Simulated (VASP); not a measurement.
# Te (P6_3/mmc) in VASP: further runs

Runs on Te. Level: LDA. Tasks: single point.

Everything below comes from runs of VASP 6.6.1. Logs are shortened: lines on timing, memory, paths and dates and some standing lists are left out, and cuts for length are marked.

## 1. The cell of the first run

Symmetry: P6_3/mmc, No. 194, hexagonal system. The conventional cell has a = 3.888 Å, b = 3.888 Å, c = 4.403 Å, α = 90.00°, β = 90.00°, γ = 120.00°. Te (site symmetry -6m2) has 12 Te at 3.14 to 3.89 Å within 4.1 Å.

This isn't the form of Te at room conditions, which is trigonal, of chains.

## 2. Single point, LDA

File INCAR:

```
PREC = Accurate
ENCUT = 520
EDIFF = 1E-6
ISMEAR = -1
SIGMA = 0.1
LREAL = F
LASPH = T
NELM = 100
ALGO = Normal
ISIF = 2
LWAVE = F
LCHARG = F
NBANDS = 13
```

File KPOINTS:

```
Automatic mesh
0
Gamma
  11 11 6
```

File POSCAR:

```
Te
1.0
    3.8884201418      0.0000000000      0.0000000000
   -1.9442100709      3.3674706234      0.0000000000
    0.0000000000      0.0000000000      4.4032808466
Te
2
Direct
    0.3333333333      0.6666666667      0.2500000000
    0.6666666667      0.3333333333      0.7500000000
```

Potentials or basis: VASP PAW LDA potentials, release 64 (Te).

The run is started by

```sh
$ cat potpaw_LDA.64/Te/POTCAR > POTCAR
$ mpirun -np 1 vasp_std > vasp.out
```

OUTCAR:

```text
PREC = Accurate
   ENCUT = 520
   EDIFF = 1E-6
   ISMEAR = -1
   LREAL = F
   LASPH = T
   NELM = 100
   ISIF = 2

 ion  position               nearest neighbor table
   1  0.333  0.667  0.250-   2 3.14   2 3.14   2 3.14   2 3.14   2 3.14   2 3.14
   2  0.667  0.333  0.750-   1 3.14   1 3.14   1 3.14   1 3.14   1 3.14   1 3.14

  LATTYP: Found a hexagonal cell.
 ALAT       =     3.8884201418
 C/A-ratio  =     1.1324087125

  Lattice vectors:

 A1 = (   3.8884201418,   0.0000000000,   0.0000000000)
 A2 = (  -1.9442100709,   3.3674706234,   0.0000000000)
 A3 = (   0.0000000000,   0.0000000000,   4.4032808466)

Analysis of symmetry for initial positions (statically):
=====================================================================
 Subroutine PRICEL returns:
 Original cell was already a primitive cell.

 Routine SETGRP: Setting up the symmetry group for a
 hexagonal supercell.

 Subroutine GETGRP returns: Found 24 space group operations
 (whereof 12 operations were pure point group operations)
 out of a pool of 24 trial point group operations.

The static configuration has the point symmetry D_3d.
 The point group associated with its full space group is D_6h.

Analysis of symmetry for dynamics (positions and initial velocities):
=====================================================================
 Subroutine PRICEL returns:
 Original cell was already a primitive cell.

 Routine SETGRP: Setting up the symmetry group for a
 hexagonal supercell.

 Subroutine GETGRP returns: Found 24 space group operations
 (whereof 12 operations were pure point group operations)
 out of a pool of 24 trial point group operations.

The dynamic configuration has the point symmetry D_3d.
 The point group associated with its full space group is D_6h.

 Subroutine INISYM returns: Found 24 space group operations
 (whereof 12 operations are pure point group operations),
 and found     1 'primitive' translations

----------------------------------------------------------------------------------------

                                     Primitive cell

  volume of cell :      57.6572

  direct lattice vectors                    reciprocal lattice vectors
     3.888420142  0.000000000  0.000000000     0.257173856  0.148479395  0.000000000
    -1.944210071  3.367470623  0.000000000     0.000000000  0.296958789  0.000000000
     0.000000000  0.000000000  4.403280847     0.000000000  0.000000000  0.227103388

  length of vectors
     3.888420142  3.888420142  4.403280847     0.296958790  0.296958789  0.227103388

  position of ions in fractional coordinates (direct lattice)
     0.333333333  0.666666667  0.250000000
     0.666666667  0.333333333  0.750000000

  ion indices of the primitive-cell ions
   primitive index   ion index
                 1           1
                 2           2

----------------------------------------------------------------------------------------

 KPOINTS: Automatic mesh

Automatic generation of k-mesh.
 Grid dimensions read from file:
 generate k-points for:   11   11    6

 Generating k-lattice:

  Cartesian coordinates                     Fractional coordinates (reciprocal lattice)
     0.023379441  0.013498127  0.000000000     0.090909091  0.000000000  0.000000000
     0.000000000  0.026996254  0.000000000     0.000000000  0.090909091  0.000000000
     0.000000000  0.000000000  0.037850565     0.000000000  0.000000000  0.166666667

  Length of vectors
     0.026996254  0.026996254  0.037850565

  Shift w.r.t. Gamma in fractional coordinates (k-lattice)
     0.000000000  0.000000000  0.000000000

 Subroutine IBZKPT returns following result:
 ===========================================

 Found     64 irreducible k-points:

 Following reciprocal coordinates:
            Coordinates               Weight
  0.000000  0.000000  0.000000      1.000000
  0.090909 -0.000000  0.000000      6.000000
  0.181818  0.000000  0.000000      6.000000
  0.272727 -0.000000  0.000000      6.000000
  0.363636  0.000000  0.000000      6.000000
  0.454545 -0.000000  0.000000      6.000000
[... 16 lines left out ...]
  0.090909  0.090909  0.166667     12.000000
  0.181818  0.090909  0.166667     24.000000
 [... further k-points ...]
   k-points           NKPTS =     64   k-points in BZ     NKDIM =     64   number of bands    NBANDS=     13
   number of dos      NEDOS =    301   number of ions     NIONS =      2
   total plane-waves  NPLWV =  32400
   dimension x,y,z NGX =    30 NGY =   30 NGZ =   36
   dimension x,y,z NGXF=    60 NGYF=   60 NGZF=   72
   ions per type =               2
   NGX,Y,Z   is equivalent  to a cutoff of  12.83, 12.83, 13.59 a.u.
   NGXF,Y,Z  is equivalent  to a cutoff of  25.65, 25.65, 27.18 a.u.
 SYSTEM =  unknown system
   PREC   = accura    normal or accurate (medium, high low for compatibility)
   ISTART =      0    job   : 0-new  1-cont  2-samecut
   ICHARG =      2    charge: 1-file 2-atom 10-const
   ISPIN  =      1    spin polarized calculation?
   LNONCOLLINEAR =      F non collinear calculations
   LSORBIT =      F    spin-orbit coupling
   LASPH  =      T    aspherical Exc in radial PAW
   ENCUT  =  520.0 eV  38.22 Ry    6.18 a.u.   7.23  7.23  8.19*2*pi/ulx,y,z
   NELM   =    100;   NELMIN=  2; NELMDL= -5     # of ELM steps
   EDIFF  = 0.1E-05   stopping-criterion for ELM
   LREAL  =      F    real-space projection
   EDIFFG = 0.1E-04   stopping-criterion for IOM
   NSW    =      0    number of steps for IOM
[... 5 lines left out ...]
   TEBEG  =    0.0;   TEEND  =   0.0 temperature during run
   PSTRESS=    0.0 pullay stress
   NELECT =      12.0000    total number of electrons
   NUPDOWN=      -1.0000    fix difference up-down
   EMIN   =  10.00;   EMAX   =-10.00  energy-range for DOS
   EFERMI =   0.00;   METHOD = LEGACY
   ISMEAR =    -1;   SIGMA  =   0.10  broadening in eV -4-tet -1-fermi 0-gaus
   EFERMI_NEDOS =   21; number of points for ismear=-14 and -15
   IALGO  =     38    algorithm
   IMIX   =      4    mixing-type and parameters
     AMIX     =   0.40;   BMIX     =  1.00
     AMIX_MAG =   1.60;   BMIX_MAG =  1.00
  volume/ion in A,a.u.               =      28.83       194.54
  Fermi-wavevector in a.u.,A,eV,Ry     =   0.970177  1.833368 12.806383  0.941243
  Thomas-Fermi vector in A             =   2.100290
   LORBIT       =      0    0 simple, 1 ext, 2 COOP (PROOUT), +10 PAW based schemes
   GGA     = CA    functional components
   LHFCALC =     F    Hartree Fock is set to
   AEXX    =    0.0000 exact exchange contribution
   IVDW    =     0    specifies the selected vdW correction
   LEPSILON=     F    determine dielectric tensor
   LRPA    =     F    only Hartree local field effects (RPA)
 non-spin polarized calculation
  energy-cutoff  :      520.00
  volume of cell :       57.66
 maximum number of plane-waves:      1576
 NGX is ok and might be reduce to    30
   NGX = 15   NGY = 15   NGZ = 17

 number of electron      11.9999999 magnetization

 Free energy of the ion-electron system (eV)
  ---------------------------------------------------
  ext. energy  EPLUGINS =         0.00000000
  ---------------------------------------------------
  free energy    TOTEN  =        -7.35998338 eV

  energy without entropy =       -7.31787642  energy(sigma->0) =       -7.33892990

 E-fermi :   7.7187     XC(G=0): -10.0941

 val. band max:        7.7062831504   @ k =   0.2727   0.2727   0.1667
 cond. band min:       7.7495082652   @ k =   0.4545  -0.0000   0.3333
 fundamental gap:      0.0432251149
 Fermi energy:         7.7186555911

 k-point     1 :       0.0000    0.0000    0.0000
  band No.  band energies     occupation
      1      -6.5029      2.00000
      2      -0.9608      2.00000
      3       2.6203      2.00000
      4       6.1190      2.00000
      5       6.1190      2.00000
      6       8.8832      0.00002
      7       8.8832      0.00002
      8      10.8895      0.00000
      9      11.5119      0.00000
     10      13.8203      0.00000
     11      15.7498      0.00000
     12      15.7498      0.00000
     13      17.0458      0.00000

 k-point     2 :       0.0909   -0.0000    0.0000
  band No.  band energies     occupation
      1      -6.4120      2.00000
      2      -1.0196      2.00000
      3       2.7206      2.00000
      4       5.6824      2.00000
      5       5.8976      2.00000
      6       8.6177      0.00025
      7       9.1040      0.00000
      8      11.1108      0.00000
      9      11.3517      0.00000
     10      14.0648      0.00000
     11      15.5494      0.00000
     12      15.7142      0.00000
     13      16.7686      0.00000

 k-point     3 :       0.1818    0.0000    0.0000
  band No.  band energies     occupation
      1      -6.1438      2.00000
      2      -1.2285      2.00000
      3       3.0168      2.00000
      4       4.8579      2.00000
      5       5.4336      2.00000
      6       8.0011      0.11201
      7       9.5226      0.00000
      8      10.1566      0.00000
      9      12.1474      0.00000
     10      13.8026      0.00000
     11      15.8507      0.00000
     12      16.2716      0.00000
     13      16.5666      0.00000
[... 305 lines left out ...]
 k-point    23 :       0.0909    0.0909    0.1667
  band No.  band energies     occupation
      1      -6.0319      2.00000
      2      -1.8715      2.00000
      3       3.3416      2.00000
      4       5.5737      2.00000
      5       5.8822      2.00000
      6       7.8326      0.48477
      7       8.9353      0.00001
      8      10.2911      0.00000
      9      12.3163      0.00000
     10      13.8266      0.00000
     11      14.7941      0.00000
     12      16.4585      0.00000
     13      16.5399      0.00000

 k-point    24 :       0.1818    0.0909    0.1667
  band No.  band energies     occupation
      1      -5.6872      2.00000
      2      -1.9491      2.00000
      3       2.9716      2.00000
      4       4.8624      2.00000
      5       5.8943      2.00000
      6       7.0019      1.99846
      7       8.9286      0.00001
      8       9.8565      0.00000
      9      12.6449      0.00000
     10      13.8887      0.00000
     11      15.1712      0.00000
     12      16.2521      0.00000
     13      17.4675      0.00000

 [... further k-points ...]

------------------------ aborting loop because EDIFF is reached ----------------------------------------

  FORCE on cell =-STRESS in cart. coord.  units (eV):
  Direction    XX          YY          ZZ          XY          YZ          ZX
  --------------------------------------------------------------------------------------
  -------------------------------------------------------------------------------------
  Total        0.0125595      0.0125595      0.0566210      0.0000000     -0.0000000      0.0000000
  in kB        0.3490034      0.3490034      1.5733831      0.0000000     -0.0000000      0.0000000
  external PRESSURE =       0.7571300 kB  Pullay stress =       0.0000000 kB

 VOLUME and BASIS-vectors are now :
 -----------------------------------------------------------------------------
  energy-cutoff  :      520.00
  volume of cell :       57.66
      direct lattice vectors                 reciprocal lattice vectors
     3.888420142  0.000000000  0.000000000     0.257173856  0.148479395  0.000000000
    -1.944210071  3.367470623  0.000000000     0.000000000  0.296958789  0.000000000
     0.000000000  0.000000000  4.403280847     0.000000000  0.000000000  0.227103388

 POSITION                                       TOTAL-FORCE (eV/Angst)
 -----------------------------------------------------------------------------------
     -0.00000      2.24498      1.10082         0.000000     -0.000000      0.000000
      1.94421      1.12249      3.30246        -0.000000      0.000000      0.000000
 -----------------------------------------------------------------------------------
    total drift:                                0.000000     -0.000000      0.000000

  FREE ENERGIE OF THE ION-ELECTRON SYSTEM (eV)
  ---------------------------------------------------
  free  energy   TOTEN  =        -7.3599833818 eV

  energy  without entropy=       -7.3178764192  energy(sigma->0) =       -7.33892990
```

It took 27 s on 1 thread of Intel Xeon Platinum 8488C (Sapphire Rapids), shared host; peak memory 0.18 GiB.

Results:

```
Free energy            : -7.3600 eV
Pressure               : 0.1 GPa
Band gap on the k mesh : zero (bands 6 and 7 overlap by 2.50 eV)
```

Caveat: spin-orbit coupling is left out, which moves the levels of the heavy elements.

## 3. Single point, LDA (25.37 Å³/atom)

This run uses another cell than the first one, of 25.37 Å³/atom.

File INCAR:

```
SYSTEM = Te
PREC = Accurate ; ENCUT = 520
EDIFF = 1E-7 ; ISMEAR = -1
SIGMA = 0.1 ; LREAL = .FALSE.
LASPH = .TRUE. ; NELM = 80
ALGO = Normal ; ISIF = 2
LWAVE = .FALSE. ; LCHARG = .TRUE.
GGA = CA ; LELF = .TRUE.
LVHAR = .TRUE. ; NBANDS = 13
```

File KPOINTS:

```
regular mesh
0
G
  11 11 8
  0 0 0
```

File POSCAR:

```
Te
1.0
    3.7262106960      0.0000000000      0.0000000000
   -1.8631053480      3.2269931226      0.0000000000
    0.0000000000      0.0000000000      4.2195934569
Te
2
Direct
    0.3333333333      0.6666666667      0.2500000000
    0.6666666667      0.3333333333      0.7500000000
```

Potentials or basis: VASP PAW LDA potentials, release 64 (Te).

The run is started by

```sh
$ cat potpaw_LDA.64/Te/POTCAR > POTCAR
$ mpirun -np 1 vasp_std > vasp.out
```

It took 25 s on 1 thread of Intel Xeon Platinum 8488C (Sapphire Rapids), shared host; peak memory 0.16 GiB.

It converged, with:

```yaml
Free_energy: -7.1637 eV
Pressure: 10.8 GPa
Band_gap_on_the_k_mesh: zero (bands 6 and 7 overlap by 2.65 eV)
```

Stress tensor (GPa, compression positive):
```
 8.88  0.00  0.00
 0.00  8.88  0.00
 0.00  0.00 14.57
```

Levels at points of the mesh, in eV from the Fermi level:
```tsv
k point	band 2	band 3	band 4	band 5	band 6	band 7	band 8	band 9	band 10	band 11
(0.00, 0.00, 0.00)	-8.52	-5.98	-1.90	-1.90	1.23	1.23	2.73	4.47	6.00	8.17
(0.00, 0.00, 0.50)	-13.37	-0.24	-0.24	-0.24	-0.24	0.01	0.01	6.43	6.43	6.43
```

Caveat: the stress differs along the axes, from 9 to 15 GPa; spin-orbit coupling is left out, which moves the levels of the heavy elements.

## 4. Single point, LDA (26.52 Å³/atom)

This run uses another cell than the first one, of 26.52 Å³/atom.

File INCAR:

```
SYSTEM = Te
PREC     = Accurate       ! precision mode
ENCUT    = 520            ! plane-wave cutoff, eV
EDIFF    = 1E-6           ! SCF threshold, eV
ISMEAR   = -1             ! smearing method
SIGMA    = 0.1            ! smearing width, eV
LREAL    = .False.        ! projectors in reciprocal space
LASPH    = .True.         ! aspherical terms in the spheres
NELM     = 60             ! most SCF steps
ALGO     = Normal         ! electronic algorithm
ISIF     = 2              ! what is computed and relaxed
LWAVE    = .False.        ! write WAVECAR
LCHARG   = .False.        ! write CHGCAR
NBANDS   = 13             ! bands
```

File KPOINTS:

```
regular mesh
0
Gamma
  11 11 8
  0 0 0
```

File POSCAR:

```
Te
1.0
    3.7818339816      0.0000000000      0.0000000000
   -1.8909169908      3.2751643010      0.0000000000
    0.0000000000      0.0000000000      4.2825817501
Te
2
Direct
    0.3333333333      0.6666666667      0.2500000000
    0.6666666667      0.3333333333      0.7500000000
```

The run is started by

```sh
$ cat potpaw_LDA.64/Te/POTCAR > POTCAR
$ mpirun -np 1 vasp_std > vasp.out
```

Run time: 22 s. Hardware: 1 thread of Intel Xeon Platinum 8488C (Sapphire Rapids), shared host; peak memory 0.16 GiB.

Results (log left out):

* Free energy: -7.2860 eV
* Pressure: 6.4 GPa
* Band gap on the k mesh: zero (bands 6 and 7 overlap by 2.60 eV)

Stress tensor (GPa, compression positive):
```
5.34 0.00 0.00
0.00 5.34 0.00
0.00 0.00 8.43
```

Levels at points of the mesh, in eV from the Fermi level:
| k point | band 4 | band 5 | band 6 | band 7 | band 8 | band 9 |
| --- | --- | --- | --- | --- | --- | --- |
| (0.00, 0.00, 0.00) | -1.81 | -1.81 | 1.19 | 1.19 | 2.86 | 4.20 |
| (0.00, 0.00, 0.50) | -0.24 | -0.24 | -0.24 | -0.16 | -0.16 | 6.48 |

Caveat: the cell stands under pressure; spin-orbit coupling is left out, which moves the levels of the heavy elements.

## 5. Single point, LDA (27.68 Å³/atom)

This run uses another cell than the first one, of 27.68 Å³/atom.

File INCAR:

```
SYSTEM = Te
PREC = Accurate
ENCUT = 520
EDIFF = 1E-7
ISMEAR = -1
SIGMA = 0.1
LREAL = .False.
LASPH = .True.
NELM = 100
ALGO = Normal
ISIF = 2
LWAVE = .False.
LCHARG = .False.
NBANDS = 13
```

KPOINTS is that of step 4.

File POSCAR:

```
Te
1.0
    3.8358674815      0.0000000000      0.0000000000
   -1.9179337407      3.3219586846      0.0000000000
    0.0000000000      0.0000000000      4.3437697562
Te
2
Direct
    0.3333333333      0.6666666667      0.2500000000
    0.6666666667      0.3333333333      0.7500000000
```

The run is started by

```sh
$ cat potpaw_LDA.64/Te/POTCAR > POTCAR
$ mpirun -np 1 vasp_std > vasp.out
```

It took 33 s on 1 thread of Intel Xeon Platinum 8488C (Sapphire Rapids), shared host; peak memory 0.17 GiB.

It converged, with:

| Item | Value |
| --- | --- |
| Free energy | -7.3515 eV |
| Pressure | 2.9 GPa |
| Band gap on the k mesh | zero (bands 6 and 7 overlap by 2.56 eV) |

Stress tensor (GPa, compression positive):
```
2.51 0.00 0.00
0.00 2.51 0.00
0.00 0.00 3.53
```

Levels at points of the mesh, in eV from the Fermi level:
```csv
k point,band 3,band 4,band 5,band 6,band 7,band 8,band 9,band 10
"(0.00, 0.00, 0.00)",-5.41,-1.73,-1.73,1.15,1.15,2.99,3.96,6.05
"(0.00, 0.00, 0.50)",-0.30,-0.30,-0.24,-0.24,-0.24,-0.24,6.53,6.53
```

Caveat: spin-orbit coupling is left out, which moves the levels of the heavy elements.

## 6. The runs side by side

| cell | k mesh | gap on the mesh (eV) | pressure (GPa) |
| --- | --- | --- | --- |
| a = 3.888, b = 3.888, c = 4.403 Å, angles 90.0, 90.0, 120.0°, 2 atoms | 11 × 11 × 6 | none | 0.1 |
| a = 3.726, b = 3.726, c = 4.220 Å, angles 90.0, 90.0, 120.0°, 2 atoms | 11 × 11 × 8 | none | 10.8 |
| a = 3.782, b = 3.782, c = 4.283 Å, angles 90.0, 90.0, 120.0°, 2 atoms | 11 × 11 × 8 | none | 6.4 |
| a = 3.836, b = 3.836, c = 4.344 Å, angles 90.0, 90.0, 120.0°, 2 atoms | 11 × 11 × 8 | none | 2.9 |

Alike in all rows: task single point; level LDA; potentials or basis VASP PAW LDA potentials, release 64 (Te); no spin polarisation; cutoff (eV) 520; smearing fermi-dirac 0.1 eV.

Caveats: spin-orbit coupling is left out, which moves the levels of the heavy elements; the stress differs along the axes, from 9 to 15 GPa (at least some runs); the cell stands under pressure (at least some runs).

Total energies depend on the potentials used, so only differences within one code and one set of settings carry meaning.

The gap in the log of VASP goes by the Fermi energy; the results here count the filled bands.